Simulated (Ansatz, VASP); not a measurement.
One calculation of PdCl4, two programs

```
CELL_PARAMETERS angstrom
-2.81467 0.00000 0.00000
0.00000 0.00000 -10.34654
0.00000 -15.17096 0.00000
ATOMIC_POSITIONS crystal
Pd 0.50000 0.50000 0.75000
Pd 0.50000 0.50000 0.25000
Cl 0.50000 0.34229 0.64245
Cl 0.50000 0.34229 0.14245
Cl 0.50000 0.34229 0.85755
Cl 0.50000 0.34229 0.35755
Cl 0.50000 0.65771 0.64245
Cl 0.50000 0.65771 0.14245
Cl 0.50000 0.65771 0.85755
Cl 0.50000 0.65771 0.35755
```

Alike in both runs: task single point; functional PBE; k mesh 8 × 2 × 2; occupations gaussian, width 0.2 eV; no spin polarisation.

|  | VASP | Ansatz |
| --- | --- | --- |
| version | VASP 6.6.1 | Ansatz 0.2.0 |
| potentials or method | VASP PAW PBE potentials, release 64 (Pd, Cl), cutoff 520 eV | scalar-relativistic, plane waves, PAW |
| valence electrons in the cell | 76 | 92 |

|  | VASP | Ansatz | Ansatz less VASP |
| --- | --- | --- | --- |
| gap on the k mesh at the Fermi level (eV) | none | none | - |
| rms of the force components (eV/Å) | 0.065 | 0.049 | -0.0154 |

Atom by atom the forces differ by 0.015 eV/Å (rms over components). A gap of «none» marks a metal or a gap that the smearing closes. VASP's potentials hold 76 valence electrons a cell and Ansatz's 92, so a difference there can come from the potentials and not from the codes.
